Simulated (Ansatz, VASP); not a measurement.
One calculation of Fe, two programs

The input INCAR:

```
SYSTEM = Fe
PREC = Accurate
ENCUT = 520
EDIFF = 1E-7
ISMEAR = -1
SIGMA = 0.1
LREAL = .False.
LASPH = .True.
NELM = 100
ALGO = Normal
ISIF = 2
LWAVE = .False.
LCHARG = .False.
GGA = PE
NBANDS = 15
```

File KPOINTS:

```
regular mesh
0
Gamma
  13 13 13
  0 0 0
```

POSCAR

```
Fe
1.0
    0.0000000000      2.4698793835      2.4698793835
    2.4698793835      0.0000000000      2.4698793835
    2.4698793835      2.4698793835      0.0000000000
Fe
2
Direct
    0.1250000000      0.1250000000      0.1250000000
    0.8750000000      0.8750000000      0.8750000000
```

Input for Ansatz:

```yaml
crystal:
  lattice:
    - [0.0, 2.4698793835, 2.4698793835]
    - [2.4698793835, 0.0, 2.4698793835]
    - [2.4698793835, 2.4698793835, 0.0]
  atoms:
    - { symbol: Fe, position: [0.125, 0.125, 0.125] }
    - { symbol: Fe, position: [0.875, 0.875, 0.875] }
hamiltonian:
  xc: pbe
  pseudopotentials:
    kind: paw
    azcp:
      Fe: "pseudopotentials/Fe.paw.azcp"
basis:
  ecutwfc: 420
  fft_grid_basis: typed
kpoints:
  mp_grid: { grid: [13, 13, 13], shift: [0, 0, 0] }
magnetization:
  spin_polarized: false
scf:
  occupations: { method: fermi_dirac, width: 0.1 }
  lower_state_search: "off"
output:
  stress: true
```

Alike in both runs: task single point; functional PBE; k mesh 13 × 13 × 13; occupations fermi-dirac, width 0.1 eV; no spin polarisation.

|  | VASP | Ansatz |
| --- | --- | --- |
| version | VASP 6.6.1 | Ansatz 0.2.0 |
| potentials or method | VASP PAW PBE potentials, release 64 (Fe), cutoff 520 eV | plane waves (420 eV) with PAW, scalar-relativistic |
| valence electrons in the cell | 16 | 32 |

|  | VASP | Ansatz | Ansatz less VASP |
| --- | --- | --- | --- |
| pressure (GPa) | -6.6 | -5.5 | +1.10 |

VASP's potentials hold 16 valence electrons a cell and Ansatz's 32, so a difference there can come from the potentials and not from the codes.
